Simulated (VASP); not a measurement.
NbH2, 6 atoms in the cell. It takes space group Fm-3m (No. 225, cubic). The conventional cell has a = 4.518 Å, b = 4.518 Å, c = 4.518 Å, α = 90.00°, β = 90.00°, γ = 90.00°. Within 2.6 Å of Nb (site symmetry m-3m) lie 8 H at 1.96 Å. Within 2.6 Å of H (site symmetry -43m) lie 4 Nb at 1.96 Å and 6 H at 2.26 Å. 

* Program: VASP 6.6.1
* Task: single point
* Functional: PBEsol
* Potentials or basis: VASP PAW PBE potentials, release 64 (Nb_sv, H)
* Cutoff: 520 eV
* k mesh: 12 × 12 × 8
* Occupations: gaussian, width 0.1 eV
* Spin: no spin polarisation
* Dipole correction: no
* Further INCAR settings: ALGO = Normal; EDIFF = 1e-07; NBANDS = 24

Potentials or basis: VASP PAW PBE potentials, release 64 (Nb_sv, H).

Launch:

```console
$ cat potpaw_PBE.64/Nb_sv/POTCAR potpaw_PBE.64/H/POTCAR > POTCAR
$ mpirun -np 1 vasp_std > vasp.out
```

Hardware: 1 thread of Intel(R) Xeon(R) Platinum 8488C (Sapphire Rapids) (shared host).

Question: How long does it take, and how much memory?

Answer: Run time: 87 s on 1 thread of Intel(R) Xeon(R) Platinum 8488C (Sapphire Rapids), with other jobs on the host, peak memory 0.25 GiB. Counts: scf iterations 15, k points 140.
